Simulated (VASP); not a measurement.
# W3O (Pm-3n) in VASP: a series of runs

The runs below take W3O through single point, with PBEsol.

All numbers are computed with VASP 6.6.1; they aren't measurements. Logs are shortened: lines on timing, memory, paths and dates and some standing lists are left out, and cuts for length are marked.

## 1. The cell of the first run

Symmetry: Pm-3n, No. 223, cubic system. Conventional cell: a = 4.686 Å, b = 4.686 Å, c = 4.686 Å, α = 90.00°, β = 90.00°, γ = 90.00°. W (site symmetry -4m2) has 10 W at 2.34 to 2.87 Å and 4 O at 2.62 Å within 3.1 Å. Within 3.5 Å of O (site symmetry m-3) lie 12 W at 2.62 Å.

## 2. Single point, PBEsol (strain -0.030 along x and y, -0.030 along z)

INCAR reads:

```
ALGO = Normal
EDIFF = 1E-7
ENCUT = 520
GGA = PS
ISIF = 2
ISMEAR = 0
LASPH = True
LCHARG = True
LELF = True
LREAL = False
LVHAR = True
LWAVE = False
NBANDS = 58
NELM = 80
PREC = Accurate
SIGMA = 0.15
```

KPOINTS reads:

```
k-points
0
Gamma
  8 8 8
```

POSCAR reads:

```
W3O
1.0
    4.6864091760      0.0000000000      0.0000000000
    0.0000000000      4.6864091760      0.0000000000
    0.0000000000      0.0000000000      4.6864091760
W O
6 2
Direct
    0.5000000000      0.7500000000      0.0000000000
    0.0000000000      0.5000000000      0.7500000000
    0.2500000000      0.0000000000      0.5000000000
    0.5000000000      0.2500000000      0.0000000000
    0.0000000000      0.5000000000      0.2500000000
    0.7500000000      0.0000000000      0.5000000000
    0.5000000000      0.5000000000      0.5000000000
    0.0000000000      0.0000000000      0.0000000000
```

Potentials or basis: VASP PAW PBE potentials, release 64 (W_sv, O).

Started as:

```console
cat potpaw_PBE.64/W_sv/POTCAR potpaw_PBE.64/O/POTCAR > POTCAR
mpirun -np 1 vasp_std > vasp.out
```

OUTCAR:

```text
EDIFF = 1E-7
   ENCUT = 520
   GGA = PS
   ISIF = 2
   ISMEAR = 0
   LASPH = True
   LREAL = False
   NELM = 80
   PREC = Accurate

 ion  position               nearest neighbor table
   1  0.500  0.750  0.000-   4 2.34   4 2.34   8 2.62   7 2.62   7 2.62   8 2.62   2 2.87   3 2.87
                             6 2.87   5 2.87   6 2.87   2 2.87   5 2.87   3 2.87
   2  0.000  0.500  0.750-   5 2.34   5 2.34   8 2.62   7 2.62   8 2.62   7 2.62   4 2.87   1 2.87
                             3 2.87   6 2.87   6 2.87   1 2.87   4 2.87   3 2.87
   3  0.250  0.000  0.500-   6 2.34   6 2.34   8 2.62   8 2.62   7 2.62   7 2.62   4 2.87   1 2.87
                             4 2.87   5 2.87   2 2.87   5 2.87   1 2.87   2 2.87
   4  0.500  0.250  0.000-   1 2.34   1 2.34   8 2.62   7 2.62   7 2.62   8 2.62   3 2.87   3 2.87
                             6 2.87   5 2.87   6 2.87   2 2.87   5 2.87   2 2.87
   5  0.000  0.500  0.250-   2 2.34   2 2.34   8 2.62   7 2.62   8 2.62   7 2.62   3 2.87   4 2.87
                             3 2.87   6 2.87   6 2.87   1 2.87   4 2.87   1 2.87
   6  0.750  0.000  0.500-   3 2.34   3 2.34   8 2.62   8 2.62   7 2.62   7 2.62   1 2.87   1 2.87
                             4 2.87   4 2.87   2 2.87   5 2.87   5 2.87   2 2.87
   7  0.500  0.500  0.500-   1 2.62   2 2.62   3 2.62   4 2.62   5 2.62   6 2.62   1 2.62   4 2.62
                             3 2.62   6 2.62   2 2.62   5 2.62
   8  0.000  0.000  0.000-   1 2.62   2 2.62   3 2.62   4 2.62   5 2.62   6 2.62   3 2.62   6 2.62
                             2 2.62   5 2.62   1 2.62   4 2.62

  LATTYP: Found a simple cubic cell.
 ALAT       =     4.6864091760

  Lattice vectors:

 A1 = (   4.6864091760,   0.0000000000,   0.0000000000)
 A2 = (   0.0000000000,   4.6864091760,   0.0000000000)
 A3 = (   0.0000000000,   0.0000000000,   4.6864091760)

Analysis of symmetry for initial positions (statically):
=====================================================================
 Subroutine PRICEL returns:
 Original cell was already a primitive cell.

 Routine SETGRP: Setting up the symmetry group for a
 simple cubic supercell.

 Subroutine GETGRP returns: Found 48 space group operations
 (whereof 24 operations were pure point group operations)
 out of a pool of 48 trial point group operations.

The static configuration has the point symmetry T_h .
 The point group associated with its full space group is O_h .

Analysis of symmetry for dynamics (positions and initial velocities):
=====================================================================
 Subroutine PRICEL returns:
 Original cell was already a primitive cell.

 Routine SETGRP: Setting up the symmetry group for a
 simple cubic supercell.

 Subroutine GETGRP returns: Found 48 space group operations
 (whereof 24 operations were pure point group operations)
 out of a pool of 48 trial point group operations.

The dynamic configuration has the point symmetry T_h .
 The point group associated with its full space group is O_h .

 Subroutine INISYM returns: Found 48 space group operations
 (whereof 24 operations are pure point group operations),
 and found     1 'primitive' translations

----------------------------------------------------------------------------------------

                                     Primitive cell

  volume of cell :     102.9249

  direct lattice vectors                    reciprocal lattice vectors
     4.686409176  0.000000000  0.000000000     0.213382990  0.000000000  0.000000000
     0.000000000  4.686409176  0.000000000     0.000000000  0.213382990  0.000000000
     0.000000000  0.000000000  4.686409176     0.000000000  0.000000000  0.213382990

  length of vectors
     4.686409176  4.686409176  4.686409176     0.213382990  0.213382990  0.213382990

  position of ions in fractional coordinates (direct lattice)
     0.500000000  0.750000000  0.000000000
     0.000000000  0.500000000  0.750000000
     0.250000000  0.000000000  0.500000000
     0.500000000  0.250000000  0.000000000
     0.000000000  0.500000000  0.250000000
     0.750000000  0.000000000  0.500000000
     0.500000000  0.500000000  0.500000000
     0.000000000  0.000000000  0.000000000

  ion indices of the primitive-cell ions
   primitive index   ion index
                 1           1
                 2           2
                 3           3
                 4           4
                 5           5
                 6           6
                 7           7
                 8           8

----------------------------------------------------------------------------------------

 KPOINTS: k-points

Automatic generation of k-mesh.
 Grid dimensions read from file:
 generate k-points for:    8    8    8

 Generating k-lattice:

  Cartesian coordinates                     Fractional coordinates (reciprocal lattice)
     0.026672874  0.000000000  0.000000000     0.125000000  0.000000000  0.000000000
     0.000000000  0.026672874  0.000000000     0.000000000  0.125000000  0.000000000
     0.000000000  0.000000000  0.026672874     0.000000000  0.000000000  0.125000000

  Length of vectors
     0.026672874  0.026672874  0.026672874

  Shift w.r.t. Gamma in fractional coordinates (k-lattice)
     0.000000000  0.000000000  0.000000000

 Subroutine IBZKPT returns following result:
 ===========================================

 Found     35 irreducible k-points:

 Following reciprocal coordinates:
            Coordinates               Weight
  0.000000  0.000000  0.000000      1.000000
  0.125000  0.000000  0.000000      6.000000
  0.250000  0.000000  0.000000      6.000000
  0.375000  0.000000  0.000000      6.000000
  0.500000  0.000000  0.000000      3.000000
  0.125000  0.125000  0.000000     12.000000
[... 16 lines left out ...]
  0.375000  0.375000  0.125000     24.000000
  0.500000  0.375000  0.125000     24.000000
 [... further k-points ...]
   k-points           NKPTS =     35   k-points in BZ     NKDIM =     35   number of bands    NBANDS=     58
   number of dos      NEDOS =    301   number of ions     NIONS =      8
   total plane-waves  NPLWV =  46656
   dimension x,y,z NGX =    36 NGY =   36 NGZ =   36
   dimension x,y,z NGXF=    72 NGYF=   72 NGZF=   72
   ions per type =               6   2
   NGX,Y,Z   is equivalent  to a cutoff of  12.77, 12.77, 12.77 a.u.
   NGXF,Y,Z  is equivalent  to a cutoff of  25.54, 25.54, 25.54 a.u.
 SYSTEM =  unknown system
   PREC   = accura    normal or accurate (medium, high low for compatibility)
   ISTART =      0    job   : 0-new  1-cont  2-samecut
   ICHARG =      2    charge: 1-file 2-atom 10-const
   ISPIN  =      1    spin polarized calculation?
   LNONCOLLINEAR =      F non collinear calculations
   LSORBIT =      F    spin-orbit coupling
   LASPH  =      T    aspherical Exc in radial PAW
   ENCUT  =  520.0 eV  38.22 Ry    6.18 a.u.   8.71  8.71  8.71*2*pi/ulx,y,z
   NELM   =     80;   NELMIN=  2; NELMDL= -5     # of ELM steps
   EDIFF  = 0.1E-06   stopping-criterion for ELM
   LREAL  =      F    real-space projection
   EDIFFG = 0.1E-05   stopping-criterion for IOM
   NSW    =      0    number of steps for IOM
   IBRION =     -1    ionic relax: 0-MD 1-quasi-New 2-CG
   NFREE  =      0    steps in history (QN), initial steepest desc. (CG)
   ISIF   =      2    stress and relaxation
   ISYM   =      2    0-nonsym 1-usesym 2-fastsym
   POTIM  = 0.5000    time-step for ionic-motion
   TEBEG  =    0.0;   TEEND  =   0.0 temperature during run
   PSTRESS=    0.0 pullay stress
   NELECT =      96.0000    total number of electrons
   NUPDOWN=      -1.0000    fix difference up-down
   EMIN   =  10.00;   EMAX   =-10.00  energy-range for DOS
   EFERMI =   0.00;   METHOD = LEGACY
   ISMEAR =     0;   SIGMA  =   0.15  broadening in eV -4-tet -1-fermi 0-gaus
   EFERMI_NEDOS =   21; number of points for ismear=-14 and -15
   IALGO  =     38    algorithm
   IMIX   =      4    mixing-type and parameters
     AMIX     =   0.40;   BMIX     =  1.00
     AMIX_MAG =   1.60;   BMIX_MAG =  1.00
  volume/ion in A,a.u.               =      12.87        86.82
  Fermi-wavevector in a.u.,A,eV,Ry     =   1.599527  3.022669 34.810344  2.558488
  Thomas-Fermi vector in A             =   2.696806
   LORBIT       =      0    0 simple, 1 ext, 2 COOP (PROOUT), +10 PAW based schemes
   GGA     = PS    functional components
   LHFCALC =     F    Hartree Fock is set to
   AEXX    =    0.0000 exact exchange contribution
   IVDW    =     0    specifies the selected vdW correction
   LEPSILON=     F    determine dielectric tensor
   LRPA    =     F    only Hartree local field effects (RPA)
 non-spin polarized calculation
 Gauss-broadening in eV      SIGMA  =   0.15
  energy-cutoff  :      520.00
  volume of cell :      102.92
 maximum number of plane-waves:      2800
 NGX is ok and might be reduce to    36
   NGX = 17   NGY = 17   NGZ = 17

 number of electron      96.0000024 magnetization

 Free energy of the ion-electron system (eV)
  ---------------------------------------------------
  ext. energy  EPLUGINS =         0.00000000
  ---------------------------------------------------
  free energy    TOTEN  =       -85.65399588 eV

  energy without entropy =      -85.56735380  energy(sigma->0) =      -85.61067484

 E-fermi :  11.4691     XC(G=0): -13.9241

 val. band max:       11.4666511797   @ k =   0.1250   0.1250   0.1250
 cond. band min:      11.4826251959   @ k =   0.3750   0.3750   0.2500
 fundamental gap:      0.0159740162
 Fermi energy:        11.4691415819

 k-point     1 :       0.0000    0.0000    0.0000
  band No.  band energies     occupation
      1     -62.7004      2.00000
      2     -62.5998      2.00000
      3     -62.5998      2.00000
      4     -62.2706      2.00000
      5     -62.2706      2.00000
      6     -62.2706      2.00000
[... 50 lines left out ...]
     57      15.3897      0.00000
     58      16.0133      0.00000

 k-point     2 :       0.1250    0.0000    0.0000
  band No.  band energies     occupation
      1     -62.6938      2.00000
      2     -62.6027      2.00000
      3     -62.5905      2.00000
      4     -62.2844      2.00000
      5     -62.2706      2.00000
      6     -62.2706      2.00000
[... 1337 lines left out ...]
      2     -62.5322      2.00000
      3     -62.4531      2.00000
      4     -62.4494      2.00000
      5     -62.3798      2.00000
      6     -62.2846      2.00000
[... 50 lines left out ...]
     57      14.1237      0.00000
     58      14.1620      0.00000

 [... further k-points ...]

------------------------ aborting loop because EDIFF is reached ----------------------------------------

  FORCE on cell =-STRESS in cart. coord.  units (eV):
  Direction    XX          YY          ZZ          XY          YZ          ZX
  --------------------------------------------------------------------------------------
  -------------------------------------------------------------------------------------
  Total       19.2359223     19.2359223     19.2359223      0.0000000      0.0000000     -0.0000000
  in kB      299.4352892    299.4352892    299.4352892      0.0000000      0.0000000     -0.0000000
  external PRESSURE =     299.4352892 kB  Pullay stress =       0.0000000 kB

 VOLUME and BASIS-vectors are now :
 -----------------------------------------------------------------------------
  energy-cutoff  :      520.00
  volume of cell :      102.92
      direct lattice vectors                 reciprocal lattice vectors
     4.686409176  0.000000000  0.000000000     0.213382990  0.000000000  0.000000000
     0.000000000  4.686409176  0.000000000     0.000000000  0.213382990  0.000000000
     0.000000000  0.000000000  4.686409176     0.000000000  0.000000000  0.213382990

 POSITION                                       TOTAL-FORCE (eV/Angst)
 -----------------------------------------------------------------------------------
      2.34320      3.51481      0.00000        -0.000000      0.000000      0.000000
      0.00000      2.34320      3.51481         0.000000      0.000000      0.000000
      1.17160      0.00000      2.34320        -0.000000      0.000000      0.000000
      2.34320      1.17160      0.00000         0.000000     -0.000000     -0.000000
      0.00000      2.34320      1.17160        -0.000000     -0.000000      0.000000
      3.51481      0.00000      2.34320         0.000000     -0.000000     -0.000000
      2.34320      2.34320      2.34320         0.000000      0.000000      0.000000
      0.00000      0.00000      0.00000         0.000000      0.000000      0.000000
 -----------------------------------------------------------------------------------
    total drift:                                0.000000      0.000000     -0.000000

  FREE ENERGIE OF THE ION-ELECTRON SYSTEM (eV)
  ---------------------------------------------------
  free  energy   TOTEN  =       -85.6539958834 eV

  energy  without entropy=      -85.5673538035  energy(sigma->0) =      -85.61067484
```

It took 3.9 min on 1 thread of Intel Xeon 8259CL, shared host; peak memory 0.3 GiB.

Results:

```
Free energy            : -85.6540 eV
Pressure               : 29.9 GPa
Band gap on the k mesh : zero (bands 48 and 49 overlap by 1.13 eV)
```

Caveat: the cell differs from its parent crystal (strain -0.030 along x and y, -0.030 along z); the cell stands under pressure; the PAW data sets were made with another functional, which shifts forces and pressure a little; spin-orbit coupling is left out, which moves the levels of the heavy elements.

## 3. Single point, PBEsol (strain -0.015 along x and y, -0.015 along z)

INCAR reads:

```
PREC = Accurate
ENCUT = 520
EDIFF = 1E-6
ISMEAR = 0
SIGMA = 0.15
LREAL = F
LASPH = T
NELM = 80
ALGO = Normal
ISIF = 2
LWAVE = F
LCHARG = F
GGA = PS
NBANDS = 58
```

KPOINTS reads:

```
Automatic mesh
0
Gamma
  8 8 8
```

Edit POSCAR of step 2 so:

```diff
@@ -2,5 +2,5 @@
 1.0
-    4.6864091760      0.0000000000      0.0000000000
-    0.0000000000      4.6864091760      0.0000000000
-    0.0000000000      0.0000000000      4.6864091760
+    4.7588794210      0.0000000000      0.0000000000
+    0.0000000000      4.7588794210      0.0000000000
+    0.0000000000      0.0000000000      4.7588794210
 W O
```

Potentials or basis: VASP PAW PBE potentials, release 64 (W_sv, O).

Started as:

```console
cat potpaw_PBE.64/W_sv/POTCAR potpaw_PBE.64/O/POTCAR > POTCAR
mpirun -np 1 vasp_std > vasp.out
```

Run time: 4.4 min. Hardware: 1 thread of Intel Xeon 8259CL, shared host; peak memory 0.3 GiB.

The run converged. Its results:

| Quantity | Value |
| --- | --- |
| Free energy | -86.3205 eV |
| Pressure | 14.3 GPa |
| Band gap on the k mesh | zero (bands 48 and 49 overlap by 1.04 eV) |

Levels at points of the mesh, in eV from the Fermi level:
```csv
k point,band 46,band 47,band 48,band 49,band 50,band 51
"(0.00, 0.00, 0.00)",-0.71,0.13,0.13,0.13,1.53,1.53
"(0.50, 0.00, 0.00)",-0.89,0.47,0.47,0.53,0.53,1.12
"(0.50, 0.50, 0.00)",-0.42,-0.21,-0.21,-0.17,-0.17,-0.16
"(0.50, 0.50, 0.50)",-1.16,-1.16,-1.16,-0.15,-0.15,0.76
```

Caveat: the cell differs from its parent crystal (strain -0.015 along x and y, -0.015 along z); the cell stands under pressure; the PAW data sets were made with another functional, which shifts forces and pressure a little; spin-orbit coupling is left out, which moves the levels of the heavy elements.

## 4. Single point, PBEsol (strain +0.015 along x and y, +0.015 along z)

INCAR reads:

```
SYSTEM = W3O
PREC = Accurate
ENCUT = 520
EDIFF = 1E-6
ISMEAR = 0
SIGMA = 0.15
LREAL = .False.
LASPH = .True.
NELM = 80
ALGO = Normal
ISIF = 2
LWAVE = .False.
LCHARG = .False.
GGA = PS
NBANDS = 58
```

KPOINTS reads:

```
regular mesh
0
Gamma
  8 8 8
  0 0 0
```

Edit POSCAR of step 3 so:

```diff
@@ -2,5 +2,5 @@
 1.0
-    4.7588794210      0.0000000000      0.0000000000
-    0.0000000000      4.7588794210      0.0000000000
-    0.0000000000      0.0000000000      4.7588794210
+    4.9038199110      0.0000000000      0.0000000000
+    0.0000000000      4.9038199110      0.0000000000
+    0.0000000000      0.0000000000      4.9038199110
 W O
```

Started as:

```console
cat potpaw_PBE.64/W_sv/POTCAR potpaw_PBE.64/O/POTCAR > POTCAR
mpirun -np 1 vasp_std > vasp.out
```

Run time: 4.7 min. Hardware: 1 thread of Intel Xeon 8259CL, shared host; peak memory 0.31 GiB.

The run converged. Its results:

```yaml
Free_energy: -86.4095 eV
Pressure: -10.0 GPa
Band_gap_on_the_k_mesh: zero (bands 48 and 49 overlap by 0.85 eV)
```

Levels at points of the mesh, in eV from the Fermi level:
```tsv
k point	band 44	band 45	band 46	band 47	band 48	band 49	band 50	band 51	band 52	band 53
(0.00, 0.00, 0.00)	-1.35	-1.35	-0.73	0.13	0.13	0.13	1.31	1.31	1.31	2.22
(0.50, 0.00, 0.00)	-2.06	-0.92	-0.92	0.40	0.40	0.43	0.43	1.03	1.03	1.95
(0.50, 0.50, 0.00)	-0.84	-0.84	-0.44	-0.44	-0.27	-0.17	-0.17	-0.08	0.09	0.86
(0.50, 0.50, 0.50)	-1.44	-0.95	-0.95	-0.95	-0.95	-0.28	-0.28	0.57	0.57	0.57
```

Caveat: the cell differs from its parent crystal (strain +0.015 along x and y, +0.015 along z); the cell stands under tension; the PAW data sets were made with another functional, which shifts forces and pressure a little; spin-orbit coupling is left out, which moves the levels of the heavy elements.

## 5. Single point, PBEsol (strain +0.030 along x and y, +0.030 along z)

INCAR reads:

```
SYSTEM = W3O
ALGO = Normal
EDIFF = 1E-6
ENCUT = 520
GGA = PS
ISIF = 2
ISMEAR = 0
LASPH = .True.
LCHARG = .False.
LREAL = .False.
LWAVE = .False.
NBANDS = 58
NELM = 80
PREC = Accurate
SIGMA = 0.15
```

KPOINTS reads:

```
k-points
0
Gamma
  8 8 8
  0 0 0
```

Edit POSCAR of step 4 so:

```diff
@@ -2,5 +2,5 @@
 1.0
-    4.9038199110      0.0000000000      0.0000000000
-    0.0000000000      4.9038199110      0.0000000000
-    0.0000000000      0.0000000000      4.9038199110
+    4.9762901560      0.0000000000      0.0000000000
+    0.0000000000      4.9762901560      0.0000000000
+    0.0000000000      0.0000000000      4.9762901560
 W O
```

Started as:

```console
cat potpaw_PBE.64/W_sv/POTCAR potpaw_PBE.64/O/POTCAR > POTCAR
mpirun -np 1 vasp_std > vasp.out
```

It took 6.9 min on 1 thread of Intel Xeon 8259CL, shared host; peak memory 0.35 GiB.

The run converged. Its results:

| Property | Result |
| --- | --- |
| Free energy | -85.9288 eV |
| Pressure | -18.9 GPa |
| Band gap on the k mesh | zero (bands 48 and 49 overlap by 0.81 eV) |

Levels at points of the mesh, in eV from the Fermi level:
```tsv
k point	band 45	band 46	band 47	band 48	band 49	band 50	band 51	band 52
(0.00, 0.00, 0.00)	-1.29	-0.74	0.12	0.12	0.12	1.20	1.20	1.20
(0.50, 0.00, 0.00)	-0.93	-0.93	0.35	0.35	0.40	0.40	0.98	0.98
(0.50, 0.50, 0.00)	-0.76	-0.53	-0.53	-0.23	-0.15	-0.15	-0.06	0.01
(0.50, 0.50, 0.50)	-0.86	-0.86	-0.86	-0.86	-0.34	-0.34	0.49	0.49
```

Caveat: the cell differs from its parent crystal (strain +0.030 along x and y, +0.030 along z); the cell stands under tension; the PAW data sets were made with another functional, which shifts forces and pressure a little; spin-orbit coupling is left out, which moves the levels of the heavy elements.

## 6. The runs side by side

| cell | gap on the mesh (eV) | pressure (GPa) |
| --- | --- | --- |
| a = 4.686 Å, 8 atoms | none | 29.9 |
| a = 4.759 Å, 8 atoms | none | 14.3 |
| a = 4.904 Å, 8 atoms | none | -10.0 |
| a = 4.976 Å, 8 atoms | none | -18.9 |

Alike in all rows: task single point; level PBEsol; potentials or basis VASP PAW PBE potentials, release 64 (W_sv, O); no spin polarisation; k mesh 8 × 8 × 8; cutoff (eV) 520; smearing gaussian 0.15 eV.

Caveats: the PAW data sets were made with another functional, which shifts forces and pressure a little; spin-orbit coupling is left out, which moves the levels of the heavy elements; the cell stands under pressure (at least some runs); the cell stands under tension (at least some runs).

Absolute energies hang on the potentials; compare differences alone.
